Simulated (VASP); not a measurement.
A run of VASP 6.6.1:

Contents of POSCAR:

```
MgSe
1.0
    0.0000000000      2.7362756105      2.7362756105
    2.7362756105      0.0000000000      2.7362756105
    2.7362756105      2.7362756105      0.0000000000
Mg Se
1 1
Direct
    0.0000000000      0.0000000000      0.0000000000
    0.5000000000      0.5000000000      0.5000000000
```

File INCAR.step1:

```
PREC = Accurate
ENCUT = 660
ISMEAR = 0
SIGMA = 0.01
LREAL = False
LASPH = True
NELM = 120
NBANDS = 11
GGA = PE
ALGO = Normal
EDIFF = 1E-5
LWAVE = True
LCHARG = False
GGA_COMPAT = False
```

The input INCAR.step2:

```
PREC = Accurate
ENCUT = 660
EDIFF = 1E-6
ISMEAR = 0
SIGMA = 0.01
LREAL = False
LASPH = True
NELM = 120
ALGO = Normal
ISIF = 2
LWAVE = False
LCHARG = False
METAGGA = R2SCAN
LMIXTAU = True
NBANDS = 11
ISTART = 1
GGA_COMPAT = False
```

File KPOINTS:

```
regular mesh
0
Gamma
  4 4 4
```

Potentials or basis: VASP PAW PBE potentials, release 64 (Mg, Se).

The run is started by

```sh
$ cat potpaw_PBE.64/Mg/POTCAR potpaw_PBE.64/Se/POTCAR > POTCAR
$ cp INCAR.step1 INCAR
$ mpirun -np 1 vasp_std > vasp.out
$ cp INCAR.step2 INCAR
$ mpirun -np 1 vasp_std > vasp.out
```

Hardware: 1 thread of Intel(R) Xeon(R) Platinum 8259CL CPU @ 2.50GHz (Skylake/Cascade Lake) (shared host).

Problem. Estimate the wall time of this run.

Solution. Wall time 24 s on 1 thread of Intel(R) Xeon(R) Platinum 8259CL CPU @ 2.50GHz (Skylake/Cascade Lake) (shared host), peak memory 0.18 GiB. Counts: k points 8.
